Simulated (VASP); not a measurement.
# ZnS (I-4m2) in VASP: notebook, part 2 of 2

VASP 6.6.1. Earlier steps stand in the parts before.

## (6) Single point, r2SCAN (strain +0.0875 x Voigt [1, 0, 0, 0, 0, 0])

The input, POSCAR:

```
ZnS
1.0
    0.0000000000      2.7046500000      2.7046500000
    2.9413068750      0.0000000000      2.7046500000
    2.9413068750      2.7046500000      0.0000000000
Zn S
1 1
Direct
    0.0000000000      0.0000000000      0.0000000000
    0.7500000000      0.7500000000      0.7500000000
```

The input, INCAR.step1:

```
SYSTEM = ZnS
PREC = Accurate ; ENCUT = 520
ISMEAR = 0 ; SIGMA = 0.05
LREAL = .FALSE. ; LASPH = .TRUE.
NELM = 100 ; NBANDS = 16
GGA = PE ; ALGO = Normal
EDIFF = 1E-4 ; LWAVE = .TRUE.
LCHARG = .FALSE.
```

The input, INCAR.step2:

```
SYSTEM = ZnS
PREC = Accurate ; ENCUT = 520
EDIFF = 1E-6 ; ISMEAR = 0
SIGMA = 0.05 ; LREAL = .FALSE.
LASPH = .TRUE. ; NELM = 100
ALGO = Normal ; ISIF = 2
LWAVE = .FALSE. ; LCHARG = .FALSE.
METAGGA = R2SCAN ; LMIXTAU = .TRUE.
NBANDS = 16 ; ISTART = 1
```

The input, KPOINTS:

```
Automatic mesh
0
G
  8 8 8
  0 0 0
```

Potentials or basis: VASP PAW PBE potentials, release 64 (Zn, S).

Command:

```
> cat potpaw_PBE.64/Zn/POTCAR potpaw_PBE.64/S/POTCAR > POTCAR
> cp INCAR.step1 INCAR
> mpirun -np 1 vasp_std > vasp.out
> cp INCAR.step2 INCAR
> mpirun -np 1 vasp_std > vasp.out
```

OUTCAR:

```text
SYSTEM = ZnS
   PREC = Accurate
   ENCUT = 520
   EDIFF = 1E-6
   ISMEAR = 0
   LREAL = .FALSE.
   LASPH = .TRUE.
   NELM = 100
   ISIF = 2
   METAGGA = R2SCAN
   ISTART = 1

 ion  position               nearest neighbor table
   1  0.000  0.000  0.000-   2 2.41   2 2.41   2 2.41   2 2.41
   2  0.750  0.750  0.750-   1 2.41   1 2.41   1 2.41   1 2.41

  LATTYP: Found a body centered tetragonal cell.
 ALAT       =     3.8249527115
 C/A-ratio  =     1.5379572491

  Lattice vectors:

 A1 = (   2.9413068750,   0.0000000000,   2.7046500000)
 A2 = (   2.9413068750,   0.0000000000,  -2.7046500000)
 A3 = (  -2.9413068750,   2.7046500000,   0.0000000000)

Analysis of symmetry for initial positions (statically):
=====================================================================
 Subroutine PRICEL returns:
 Original cell was already a primitive cell.

 Routine SETGRP: Setting up the symmetry group for a
 body centered tetragonal supercell.

 Subroutine GETGRP returns: Found  8 space group operations
 (whereof  8 operations were pure point group operations)
 out of a pool of 16 trial point group operations.

The static configuration has the point symmetry D_2d.

Analysis of symmetry for dynamics (positions and initial velocities):
=====================================================================
 Subroutine PRICEL returns:
 Original cell was already a primitive cell.

 Routine SETGRP: Setting up the symmetry group for a
 body centered tetragonal supercell.

 Subroutine GETGRP returns: Found  8 space group operations
 (whereof  8 operations were pure point group operations)
 out of a pool of 16 trial point group operations.

The dynamic configuration has the point symmetry D_2d.

 Subroutine INISYM returns: Found  8 space group operations
 (whereof  8 operations are pure point group operations),
 and found     1 'primitive' translations

----------------------------------------------------------------------------------------

                                     Primitive cell

  volume of cell :      43.0321

  direct lattice vectors                    reciprocal lattice vectors
     0.000000000  2.704650000  2.704650000    -0.169992463  0.184866803  0.184866803
     2.941306875  0.000000000  2.704650000     0.169992463 -0.184866803  0.184866803
     2.941306875  2.704650000  0.000000000     0.169992463  0.184866803 -0.184866803

  length of vectors
     3.824952711  3.995800014  3.995800014     0.311847571  0.311847571  0.311847571

  position of ions in fractional coordinates (direct lattice)
     0.000000000  0.000000000  0.000000000
     0.750000000  0.750000000  0.750000000

  ion indices of the primitive-cell ions
   primitive index   ion index
                 1           1
                 2           2

----------------------------------------------------------------------------------------

 KPOINTS: Automatic mesh

Automatic generation of k-mesh.
 Grid dimensions read from file:
 generate k-points for:    8    8    8

 Generating k-lattice:

  Cartesian coordinates                     Fractional coordinates (reciprocal lattice)
    -0.021249058  0.023108350  0.023108350     0.125000000  0.000000000  0.000000000
     0.021249058 -0.023108350  0.023108350     0.000000000  0.125000000  0.000000000
     0.021249058  0.023108350 -0.023108350     0.000000000  0.000000000  0.125000000

  Length of vectors
     0.038980946  0.038980946  0.038980946

  Shift w.r.t. Gamma in fractional coordinates (k-lattice)
     0.000000000  0.000000000  0.000000000

 Subroutine IBZKPT returns following result:
 ===========================================

 Found     59 irreducible k-points:

 Following reciprocal coordinates:
            Coordinates               Weight
  0.000000  0.000000  0.000000      1.000000
  0.125000  0.000000  0.000000      8.000000
  0.250000  0.000000  0.000000      8.000000
  0.375000  0.000000  0.000000      8.000000
  0.500000  0.000000  0.000000      4.000000
  0.125000  0.125000  0.000000      4.000000
[... 16 lines left out ...]
  0.250000  0.125000  0.125000      4.000000
  0.375000  0.125000  0.125000      8.000000
 [... further k-points ...]
   k-points           NKPTS =     59   k-points in BZ     NKDIM =     59   number of bands    NBANDS=     16
   number of dos      NEDOS =    301   number of ions     NIONS =      2
   total plane-waves  NPLWV =  25200
   dimension x,y,z NGX =    28 NGY =   30 NGZ =   30
   dimension x,y,z NGXF=    56 NGYF=   60 NGZF=   60
   ions per type =               1   1
   NGX,Y,Z   is equivalent  to a cutoff of  12.17, 12.48, 12.48 a.u.
   NGXF,Y,Z  is equivalent  to a cutoff of  24.34, 24.96, 24.96 a.u.
 SYSTEM =  ZnS
   PREC   = accura    normal or accurate (medium, high low for compatibility)
   ISTART =      1    job   : 0-new  1-cont  2-samecut
   ICHARG =      0    charge: 1-file 2-atom 10-const
   ISPIN  =      1    spin polarized calculation?
   LNONCOLLINEAR =      F non collinear calculations
   LSORBIT =      F    spin-orbit coupling
   LASPH  =      T    aspherical Exc in radial PAW
   ENCUT  =  520.0 eV  38.22 Ry    6.18 a.u.   7.11  7.43  7.43*2*pi/ulx,y,z
   NELM   =    100;   NELMIN=  2; NELMDL=  0     # of ELM steps
   EDIFF  = 0.1E-05   stopping-criterion for ELM
   LREAL  =      F    real-space projection
   EDIFFG = 0.1E-04   stopping-criterion for IOM
   NSW    =      0    number of steps for IOM
   IBRION =     -1    ionic relax: 0-MD 1-quasi-New 2-CG
   NFREE  =      0    steps in history (QN), initial steepest desc. (CG)
   ISIF   =      2    stress and relaxation
   ISYM   =      2    0-nonsym 1-usesym 2-fastsym
   POTIM  = 0.5000    time-step for ionic-motion
   TEBEG  =    0.0;   TEEND  =   0.0 temperature during run
   PSTRESS=    0.0 pullay stress
   NELECT =      18.0000    total number of electrons
   NUPDOWN=      -1.0000    fix difference up-down
   EMIN   =  10.00;   EMAX   =-10.00  energy-range for DOS
   EFERMI =   0.00;   METHOD = LEGACY
   ISMEAR =     0;   SIGMA  =   0.05  broadening in eV -4-tet -1-fermi 0-gaus
   EFERMI_NEDOS =   21; number of points for ismear=-14 and -15
   IALGO  =     38    algorithm
   IMIX   =      4    mixing-type and parameters
     AMIX     =   0.40;   BMIX     =  1.00
     AMIX_MAG =   1.60;   BMIX_MAG =  1.00
  volume/ion in A,a.u.               =      21.52       145.20
  Fermi-wavevector in a.u.,A,eV,Ry     =   1.224339  2.313664 20.395198  1.499005
  Thomas-Fermi vector in A             =   2.359417
   LORBIT       =      0    0 simple, 1 ext, 2 COOP (PROOUT), +10 PAW based schemes
   METAGGA = R2SCAN    functional components
   LHFCALC =     F    Hartree Fock is set to
   AEXX    =    0.0000 exact exchange contribution
   IVDW    =     0    specifies the selected vdW correction
   LEPSILON=     F    determine dielectric tensor
   LRPA    =     F    only Hartree local field effects (RPA)
 non-spin polarized calculation
 Gauss-broadening in eV      SIGMA  =   0.05
  energy-cutoff  :      520.00
  volume of cell :       43.03
 maximum number of plane-waves:      1175
   NGX = 15   NGY = 15   NGZ = 15

 number of electron      17.9999993 magnetization

 Free energy of the ion-electron system (eV)
  ---------------------------------------------------
  ext. energy  EPLUGINS =         0.00000000
  ---------------------------------------------------
  free energy    TOTEN  =       -18.75452646 eV

  energy without entropy =      -18.75452646  energy(sigma->0) =      -18.75452646

 E-fermi :   1.4180     XC(G=0):  -9.8565

 val. band max:        1.1624365790   @ k =   0.0000   0.0000   0.0000
 cond. band min:       3.3006496959   @ k =   0.0000   0.0000   0.0000
 fundamental gap:      2.1382131169
 Fermi energy:         1.4179916063

 k-point     1 :       0.0000    0.0000    0.0000
  band No.  band energies     occupation
      1     -12.0165      2.00000
      2      -5.1693      2.00000
      3      -5.1201      2.00000
      4      -5.1200      2.00000
      5      -4.7116      2.00000
      6      -4.7022      2.00000
[... 8 lines left out ...]
     15      13.1937      0.00000
     16      13.9622      0.00000
[... 419 lines left out ...]
 k-point    24 :       0.3750    0.1250    0.1250
  band No.  band energies     occupation
      1     -11.4636      2.00000
      2      -5.0875      2.00000
      3      -5.0330      2.00000
      4      -4.9942      2.00000
      5      -4.7242      2.00000
      6      -4.6589      2.00000
[... 8 lines left out ...]
     15      13.7075      0.00000
     16      14.5522      0.00000

 [... further k-points ...]
[... 5 lines left out ...]
  --------------------------------------------------------------------------------------
  -------------------------------------------------------------------------------------
  Total       -2.4250502     -1.2633208     -1.2633208      0.0000000      0.0000000      0.0000000
  in kB      -90.2898305    -47.0361471    -47.0361471      0.0000000      0.0000000      0.0000000
  external PRESSURE =     -61.4540416 kB  Pullay stress =       0.0000000 kB

 VOLUME and BASIS-vectors are now :
 -----------------------------------------------------------------------------
  energy-cutoff  :      520.00
  volume of cell :       43.03
      direct lattice vectors                 reciprocal lattice vectors
     0.000000000  2.704650000  2.704650000    -0.169992463  0.184866803  0.184866803
     2.941306875  0.000000000  2.704650000     0.169992463 -0.184866803  0.184866803
     2.941306875  2.704650000  0.000000000     0.169992463  0.184866803 -0.184866803

 POSITION                                       TOTAL-FORCE (eV/Angst)
 -----------------------------------------------------------------------------------
      0.00000      0.00000      0.00000        -0.000000      0.000000      0.000000
      4.41196      4.05697      4.05697         0.000000      0.000000      0.000000
 -----------------------------------------------------------------------------------
    total drift:                                0.000796      0.001861      0.001861

  FREE ENERGIE OF THE ION-ELECTRON SYSTEM (eV)
  ---------------------------------------------------
  free  energy   TOTEN  =       -18.7545264569 eV

  energy  without entropy=      -18.7545264569  energy(sigma->0) =      -18.75452646
```

Wall time 3.6 min (1 thread of Intel Xeon 8259CL, shared host); peak memory 0.19 GiB.

What came out:

```yaml
Free_energy: -18.7545 eV
Pressure: -6.1 GPa
Band_gap_on_the_k_mesh: 2.14 eV
```

Levels at points of the mesh, in eV from the valence-band top:
```
           k point  band 5  band 6  band 7  band 8  band 9  band 10  band 11  band 12  band 13  band 14
(0.00, 0.00, 0.00)   -5.87   -5.86   -0.33    0.00    0.00     2.14     6.88     6.88     6.91    11.15
(0.50, 0.00, 0.00)   -5.84   -5.71   -4.90   -1.09   -0.63     3.42     7.12     7.69     8.97    12.23
(0.50, 0.50, 0.00)   -5.81   -5.65   -4.19   -2.26   -2.12     3.68     4.11    11.23    11.47    12.08
(0.00, 0.50, 0.50)   -5.82   -5.76   -4.69   -1.78   -1.78     4.10     4.89    10.39    12.19    12.19
```

Caveat: the cell differs from its parent crystal (strain +0.0875 x Voigt [1, 0, 0, 0, 0, 0]); the cell stands under tension; the PAW data sets were made with another functional, which shifts forces and pressure a little.

## (7) Single point, r2SCAN (strain +0.1000 x Voigt [1, 0, 0, 0, 0, 0])

The input, POSCAR:

```
ZnS
1.0
    0.0000000000      2.7046500000      2.7046500000
    2.9751150000      0.0000000000      2.7046500000
    2.9751150000      2.7046500000      0.0000000000
Zn S
1 1
Direct
    0.0000000000      0.0000000000      0.0000000000
    0.7500000000      0.7500000000      0.7500000000
```

The input, INCAR.step1:

```
SYSTEM = ZnS
ALGO = Normal
EDIFF = 1E-4
ENCUT = 520
GGA = PE
ISMEAR = 0
LASPH = .TRUE.
LCHARG = .FALSE.
LREAL = .FALSE.
LWAVE = .TRUE.
NBANDS = 16
NELM = 100
PREC = Accurate
SIGMA = 0.05
```

The input, INCAR.step2:

```
SYSTEM = ZnS
ALGO = Normal
EDIFF = 1E-6
ENCUT = 520
ISIF = 2
ISMEAR = 0
ISTART = 1
LASPH = .TRUE.
LCHARG = .FALSE.
LMIXTAU = .TRUE.
LREAL = .FALSE.
LWAVE = .FALSE.
METAGGA = R2SCAN
NBANDS = 16
NELM = 100
PREC = Accurate
SIGMA = 0.05
```

The input, KPOINTS:

```
k-points
0
G
  8 8 8
  0 0 0
```

Command:

```
> cat potpaw_PBE.64/Zn/POTCAR potpaw_PBE.64/S/POTCAR > POTCAR
> cp INCAR.step1 INCAR
> mpirun -np 1 vasp_std > vasp.out
> cp INCAR.step2 INCAR
> mpirun -np 1 vasp_std > vasp.out
```

It took 4.3 min on 1 thread of Intel Xeon 8259CL, shared host; peak memory 0.19 GiB.

The run converged. Its results:

| Item | Value |
| --- | --- |
| Free energy | -18.7248 eV |
| Pressure | -6.7 GPa |
| Band gap on the k mesh | 2.06 eV |

Stress tensor (GPa, compression positive):
```
-10.09   0.00   0.00
  0.00  -5.07   0.00
  0.00   0.00  -5.07
```

Levels at points of the mesh, in eV from the valence-band top:
```csv
k point,band 5,band 6,band 7,band 8,band 9,band 10,band 11,band 12,band 13,band 14
"(0.00, 0.00, 0.00)",-5.87,-5.86,-0.38,0.00,0.00,2.06,6.87,6.87,6.92,10.99
"(0.50, 0.00, 0.00)",-5.84,-5.71,-4.84,-1.12,-0.60,3.36,7.10,7.73,8.90,12.15
"(0.50, 0.50, 0.00)",-5.81,-5.65,-4.14,-2.26,-2.10,3.68,4.05,11.14,11.27,11.95
"(0.00, 0.50, 0.50)",-5.82,-5.77,-4.69,-1.72,-1.72,4.15,4.94,10.21,12.10,12.10
```

Caveat: the cell differs from its parent crystal (strain +0.1000 x Voigt [1, 0, 0, 0, 0, 0]); the stress differs along the axes, from -10 to -5 GPa; the PAW data sets were made with another functional, which shifts forces and pressure a little.

## (8) Summary

| cell | gap on the mesh (eV) | pressure (GPa) |
| --- | --- | --- |
| a = 3.825, b = 3.639, c = 3.639 Å, angles 63.4, 58.3, 58.3°, 2 atoms | 2.92 | 8.7 |
| a = 3.825, b = 3.684, c = 3.684 Å, angles 62.5, 58.7, 58.7°, 2 atoms | 2.86 | 5.9 |
| a = 3.825, b = 3.731, c = 3.731 Å, angles 61.7, 59.2, 59.2°, 2 atoms | 2.78 | 3.4 |
| a = 3.825, b = 3.971, c = 3.971 Å, angles 57.6, 61.2, 61.2°, 2 atoms | 2.21 | -5.5 |
| a = 3.825, b = 3.996, c = 3.996 Å, angles 57.2, 61.4, 61.4°, 2 atoms | 2.14 | -6.1 |
| a = 3.825, b = 4.021, c = 4.021 Å, angles 56.8, 61.6, 61.6°, 2 atoms | 2.06 | -6.7 |

Alike in all rows: task single point; level r2SCAN; potentials or basis VASP PAW PBE potentials, release 64 (Zn, S); no spin polarisation; k mesh 8 × 8 × 8; cutoff (eV) 520; smearing gaussian 0.05 eV.

Caveats: the PAW data sets were made with another functional, which shifts forces and pressure a little; the cell stands under pressure (at least some runs); the cell stands under tension (at least some runs); the stress differs along the axes, from -10 to -5 GPa (at least some runs).

Total energies depend on the potentials used, so only differences within one code and one set of settings carry meaning.
